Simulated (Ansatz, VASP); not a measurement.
## Te in VASP and in Ansatz

File INCAR:

```
SYSTEM = Te
ALGO = Normal ; EDIFF = 1E-6
ENCUT = 520 ; GGA = PE
ISIF = 2 ; ISMEAR = 0
IVDW = 12 ; LASPH = .True.
LCHARG = .False. ; LREAL = .False.
LWAVE = .False. ; NBANDS = 16
NELM = 100 ; PREC = Accurate
SIGMA = 0.1
```

KPOINTS

```
k-points
0
Gamma
  12 12 8
  0 0 0
```

POSCAR

```
Te
1.0
    4.5041314934      0.0000000000      0.0000000000
   -2.2520657467      3.9006922953      0.0000000000
    0.0000000000      0.0000000000      5.9610998504
Te
3
Direct
    0.2694735651      0.0000000000      0.1666666667
    0.0000000000      0.2694735651      0.8333333333
    0.7305264349      0.7305264349      0.5000000000
```

Input for Ansatz:

```yaml
crystal:
  lattice:
    - [4.5041314934, 0.0, 0.0]
    - [-2.2520657467, 3.9006922953, 0.0]
    - [0.0, 0.0, 5.9610998504]
  atoms:
    - { symbol: Te, position: [0.2694735651, 0.0, 0.1666666667] }
    - { symbol: Te, position: [0.0, 0.2694735651, 0.8333333333] }
    - { symbol: Te, position: [0.7305264349, 0.7305264349, 0.5] }
basis:
  ecutwfc: 420
kpoints:
  mp_grid: { grid: [12, 12, 8] }
  band_path: { path: [VBM, CBM], npoints: 2 }
hamiltonian:
  xc: pbe
  dispersion: d3bj
scf:
  occupations: { method: gaussian, width: 0.1 }
output:
  forces: true
  stress: true
  eigenvalues: true
checkpoint:
  read: start.run
  write: ck
  compress: false
  write_wavefunctions: false
  write_every: 100000
```

Alike in both runs: task single point; functional PBE; dispersion D3(BJ); k mesh 12 × 12 × 8; occupations gaussian, width 0.1 eV; no spin polarisation.

```csv
,VASP,Ansatz
version,VASP 6.6.1,Ansatz 0.2.0
potentials or method,"VASP PAW PBE potentials, release 64 (Te), cutoff 520 eV","scalar-relativistic, plane waves, PAW"
valence electrons in the cell,18,48
```

```tsv
	VASP	Ansatz	Ansatz less VASP
gap on the k mesh at the Fermi level (eV)	0.20	0.21	+0.019
least direct gap on the mesh (eV)	0.20	0.21	+0.019
pressure (GPa)	-2.0	-2.0	0.00
rms of the force components (eV/Å)	0.005	0.000	-0.0050
```

Atom by atom the forces differ by 0.005 eV/Å (rms over components). VASP's potentials hold 18 valence electrons a cell and Ansatz's 48, so a difference there can come from the potentials and not from the codes.

Spin-orbit coupling is off throughout.
